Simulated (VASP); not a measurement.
# CuSb5 (P1) in VASP: a series of runs, part 2 of 2

VASP 6.6.1.

## (3) Single point, PBE

This run uses another cell than the first one, of 27.82 Å³/atom.

INCAR

```
SYSTEM = CuSb5
PREC = Accurate ; ENCUT = 520
EDIFF = 1E-6 ; ISMEAR = 0
SIGMA = 0.1 ; LREAL = .FALSE.
LASPH = .TRUE. ; NELM = 60
ALGO = Normal ; ISIF = 2
LWAVE = .FALSE. ; LCHARG = .FALSE.
GGA = PE ; ISYM = 0
NBANDS = 48
```

KPOINTS

```
Automatic mesh
0
Gamma
  2 2 2
  0.5 0.5 0.5
```

POSCAR

```
CuSb5
1.0
   -4.5032979849     -4.0545419312      0.3068042794
   -1.1519740699      4.8997117217      5.9665007419
   -4.3528625619      4.2109107876     -4.1257257379
Cu Sb
2 10
Direct
    0.7272281631      0.6628413058      0.2497510181
    0.1862966954      0.6718535362      0.2506659769
    0.4015336294     -0.0027832169      1.1382892568
   -0.1001601499     -0.0048373935      0.1379616791
    0.9576064589      0.1673767532      0.7501218226
    0.4575711649      0.1673186875      0.7503198660
    0.5127737796      0.3374677663      0.3624091271
    0.0145110305      0.3394750278      0.3621445571
    0.6405660128      0.5456604849     -0.0831475143
    0.1416766962      0.5465067213     -0.0819424604
    0.7724557736      0.7882383757      0.5822569500
    0.2735880976      0.7890121487      0.5833598435
```

Potentials or basis: VASP PAW PBE potentials, release 64 (Cu, Sb).

Command:

```bash
> cat potpaw_PBE.64/Cu/POTCAR potpaw_PBE.64/Sb/POTCAR > POTCAR
> mpirun -np 1 vasp_std > vasp.out
```

OUTCAR:

```text
SYSTEM = CuSb5
   PREC = Accurate
   ENCUT = 520
   EDIFF = 1E-6
   ISMEAR = 0
   LREAL = .FALSE.
   LASPH = .TRUE.
   NELM = 60
   ISIF = 2
   GGA = PE
   ISYM = 0

 ion  position               nearest neighbor table
   1  0.727  0.663  0.250-   7 2.63   4 2.63  11 2.64   9 2.64   2 2.77
   2  0.186  0.672  0.251-   8 2.63   3 2.63  10 2.64  12 2.64   1 2.77
   3  0.402  0.997  0.138-   2 2.63   4 3.03   4 3.04   7 3.07   6 3.09  12 3.59
   4  0.900  0.995  0.138-   1 2.63   3 3.03   3 3.04   5 3.09   8 3.10  11 3.58
   5  0.958  0.167  0.750-   6 3.03   6 3.03   4 3.09   8 3.09  10 3.15  11 3.15
   6  0.458  0.167  0.750-   5 3.03   5 3.03   7 3.09   3 3.09   9 3.14  12 3.14
   7  0.513  0.337  0.362-   1 2.63   8 3.03   8 3.04   3 3.07   6 3.09   9 3.59
   8  0.015  0.339  0.362-   2 2.63   7 3.03   7 3.04   5 3.09   4 3.10  10 3.58
   9  0.641  0.546  0.917-   1 2.64  11 3.02  10 3.03  10 3.04   6 3.14   7 3.59
  10  0.142  0.547  0.918-   2 2.64  12 3.02   9 3.03   9 3.04   5 3.15   8 3.58
  11  0.772  0.788  0.582-   1 2.64   9 3.02  12 3.03  12 3.04   5 3.15   4 3.58
  12  0.274  0.789  0.583-   2 2.64  10 3.02  11 3.03  11 3.04   6 3.14   3 3.59
[... 355 lines left out ...]
     48      10.1426      0.00000

------------------------ aborting loop because EDIFF is reached ----------------------------------------

  FORCE on cell =-STRESS in cart. coord.  units (eV):
  Direction    XX          YY          ZZ          XY          YZ          ZX
  --------------------------------------------------------------------------------------
  -------------------------------------------------------------------------------------
  Total        0.1672287      0.0049066      0.0339311      0.0555774      0.1889837     -0.2213185
  in kB        0.8026581      0.0235507      0.1628613      0.2667581      0.9070768     -1.0622762
  external PRESSURE =       0.3296901 kB  Pullay stress =       0.0000000 kB

 VOLUME and BASIS-vectors are now :
 -----------------------------------------------------------------------------
  energy-cutoff  :      520.00
  volume of cell :      333.80
      direct lattice vectors                 reciprocal lattice vectors
    -4.503297985 -4.054541931  0.306804279    -0.135826215 -0.092042428  0.049361108
    -1.151974070  4.899711722  5.966500742    -0.046242779  0.059660392  0.109680837
    -4.352862562  4.210910788 -4.125725738    -0.076975460  0.079434452 -0.080093789

 POSITION                                       TOTAL-FORCE (eV/Angst)
 -----------------------------------------------------------------------------------
     -5.12563      1.35083      3.14756         0.020174      0.009761     -0.001368
     -2.70402      3.59207      3.03159        -0.018698     -0.013071      0.005289
     -3.55895      3.84036      5.50254         0.005065     -0.010348     -0.008786
     -5.79918      1.80852      5.64452         0.004017     -0.007893     -0.011295
     -7.77038      0.09614     -1.80235         0.001164      0.002067     -0.000021
     -5.51937      2.12410     -1.95692         0.001913      0.000412      0.001330
     -4.27544      1.10050      0.67562        -0.004147      0.007015      0.010204
     -2.03278      3.12945      0.53582        -0.006049      0.010310      0.006830
     -7.50418      3.93716     -0.33047         0.004387     -0.002583      0.010395
     -5.26375      5.96915     -0.48345         0.008275      0.001014      0.013354
     -6.92111      3.18202      2.53779        -0.009728     -0.002748     -0.014047
     -4.68026      5.21313      2.38480        -0.006373      0.006064     -0.011884
 -----------------------------------------------------------------------------------
    total drift:                                0.000636      0.000280      0.000885

  FREE ENERGIE OF THE ION-ELECTRON SYSTEM (eV)
  ---------------------------------------------------
  free  energy   TOTEN  =       -49.5096325609 eV

  energy  without entropy=      -49.5073048664  energy(sigma->0) =      -49.50846871
```

OSZICAR:

```text
N       E                     dE             d eps       ncg     rms          rms(c)
DAV:   1     0.490005667731E+03    0.49001E+03   -0.24497E+04   384   0.130E+03
DAV:   2     0.309536477241E+01   -0.48691E+03   -0.46813E+03   416   0.293E+02
DAV:   3    -0.490502223923E+02   -0.52146E+02   -0.50171E+02   528   0.109E+02
DAV:   4    -0.513024537250E+02   -0.22522E+01   -0.22286E+01   504   0.230E+01
DAV:   5    -0.514006859626E+02   -0.98232E-01   -0.98140E-01   568   0.494E+00    0.150E+01
DAV:   6    -0.535532226737E+02   -0.21525E+01   -0.67962E+01   560   0.161E+02    0.120E+01
DAV:   7    -0.496064016841E+02    0.39468E+01   -0.16659E+01   512   0.724E+01    0.484E+00
DAV:   8    -0.494985498719E+02    0.10785E+00   -0.36401E+00   632   0.319E+01    0.346E+00
DAV:   9    -0.495094335078E+02   -0.10884E-01   -0.63146E-01   608   0.115E+01    0.129E+00
DAV:  10    -0.495130703635E+02   -0.36369E-02   -0.35929E-02   600   0.418E+00    0.660E-01
DAV:  11    -0.495098670081E+02    0.32034E-02   -0.80458E-03   584   0.243E+00    0.173E-01
DAV:  12    -0.495095964188E+02    0.27059E-03   -0.39449E-03   608   0.134E+00    0.918E-02
DAV:  13    -0.495096341513E+02   -0.37732E-04   -0.67053E-04   576   0.286E-01    0.655E-02
DAV:  14    -0.495096333560E+02    0.79531E-06   -0.72640E-05   608   0.163E-01    0.214E-02
DAV:  15    -0.495096333136E+02    0.42343E-07   -0.17894E-05   584   0.942E-02    0.110E-02
DAV:  16    -0.495096325609E+02    0.75271E-06   -0.14887E-06   288   0.250E-02
   1 F= -.49509633E+02 E0= -.49508469E+02  d E =-.232769E-02
```

Wall time 78 s (1 thread of AMD EPYC 9R45 (Zen 5), shared host); peak memory 0.36 GiB.

Results:

```
Free energy            : -49.5096 eV
Pressure               : 0.0 GPa
Largest force          : 0.023 eV/Å
Band gap on the k mesh : zero (bands 36 and 37 overlap by 0.32 eV)
```

Forces in eV/Å, atoms in the order of the input:
```
Cu   0.020  0.010 -0.001
Cu  -0.019 -0.013  0.005
Sb   0.005 -0.010 -0.009
Sb   0.004 -0.008 -0.011
Sb   0.001  0.002  0.000
Sb   0.002  0.000  0.001
Sb  -0.004  0.007  0.010
Sb  -0.006  0.010  0.007
Sb   0.004 -0.003  0.010
Sb   0.008  0.001  0.013
Sb  -0.010 -0.003 -0.014
Sb  -0.006  0.006 -0.012
```

Stress tensor (GPa, compression positive):
```
 0.08  0.03 -0.11
 0.03  0.00  0.09
-0.11  0.09  0.02
```

Caveat: the k points lie up to 0.54 Å⁻¹ apart; spin-orbit coupling is left out, which moves the levels of the heavy elements.

## (4) Single point, PBE

This run uses another cell than the first one, of 28.45 Å³/atom.

INCAR

```
ALGO = Normal ; EDIFF = 1E-6
ENCUT = 520 ; GGA = PE
ISIF = 2 ; ISMEAR = 0
ISYM = 0 ; LASPH = T
LCHARG = F ; LREAL = F
LWAVE = F ; NBANDS = 48
NELM = 60 ; PREC = Accurate
SIGMA = 0.1
```

KPOINTS

```
k-points
0
Gamma
  4 3 3
```

POSCAR

```
CuSb5
1.0
   -4.5066665466     -4.4316127753      0.1473280145
   -0.7703343942      5.1666812133      5.9857409843
   -4.1907462841      4.2487702948     -4.2288292582
Cu Sb
2 10
Direct
    0.7409648830      0.6647272066      0.2517500828
    0.1736309971      0.6699002940      0.2483116430
    0.3953608935      1.0014526464      0.1348183116
    0.8609125605      0.9999880794      0.1358823841
    0.9563227608      0.1668127597      0.7504289067
    0.4579352605      0.1678275783      0.7500665389
    0.5186671146      0.3330999849      0.3655966657
    0.0532770531      0.3350380636      0.3649481982
    0.6393561030      0.5499945754      0.9149476261
    0.1576758981      0.5499192000      0.9132896397
    0.7578715912      0.7846846321      0.5870416030
    0.2736722366      0.7846851766      0.5851085228
```

Command:

```bash
> cat potpaw_PBE.64/Cu/POTCAR potpaw_PBE.64/Sb/POTCAR > POTCAR
> mpirun -np 1 vasp_std > vasp.out
```

Run time: 5.5 min. Hardware: 1 thread of AMD EPYC 9R45 (Zen 5), shared host; peak memory 0.5 GiB.

The run converged. Its results:

- Free energy: -47.7197 eV
- Pressure: 0.0 GPa
- Largest force: 0.020 eV/Å
- Band gap on the k mesh: zero (bands 36 and 37 overlap by 0.80 eV)

Forces in eV/Å, atoms in the order of the input:
```
Cu   0.010  0.010 -0.003
Cu  -0.008 -0.007  0.001
Sb   0.004 -0.006  0.007
Sb  -0.012 -0.006  0.004
Sb  -0.009 -0.001  0.014
Sb   0.010 -0.007 -0.016
Sb  -0.005  0.006  0.002
Sb   0.009  0.007 -0.014
Sb   0.008  0.007  0.007
Sb   0.007 -0.015  0.005
Sb   0.001  0.005 -0.004
Sb  -0.016  0.007 -0.004
```

Levels at points of the mesh, in eV from the Fermi level:
| k point | band 34 | band 35 | band 36 | band 37 | band 38 | band 39 |
| --- | --- | --- | --- | --- | --- | --- |
| (0.00, 0.00, 0.00) | 0.17 | 0.27 | 0.54 | 0.58 | 0.63 | 0.67 |
| (0.50, 0.00, 0.00) | -0.71 | -0.25 | -0.03 | 0.39 | 0.45 | 0.62 |

Caveat: spin-orbit coupling is left out, which moves the levels of the heavy elements.

## (5) Overview

| cell | k mesh | gap on the mesh (eV) | pressure (GPa) | largest force (eV/Å) |
| --- | --- | --- | --- | --- |
| a = 7.262, b = 7.402, c = 7.413 Å, angles 93.0, 87.2, 124.0°, 12 atoms, atomic positions A | 2 × 2 × 2, shifted | none | 0.1 | 0.03 |
| a = 6.067, b = 7.806, c = 7.328 Å, angles 89.0, 88.4, 105.7°, 12 atoms, atomic positions B | 2 × 2 × 2, shifted | none | 0.0 | 0.02 |
| a = 6.322, b = 7.945, c = 7.314 Å, angles 90.1, 90.7, 111.7°, 12 atoms, atomic positions C | 4 × 3 × 3 | none | 0.0 | 0.02 |

Alike in all rows: task single point; level PBE; potentials or basis VASP PAW PBE potentials, release 64 (Cu, Sb); no spin polarisation; cutoff (eV) 520; smearing gaussian 0.1 eV.

Caveats: some runs use coarse meshes; spin-orbit coupling is left out, which moves the levels of the heavy elements.

Total energies depend on the potentials used, so only differences within one code and one set of settings carry meaning.
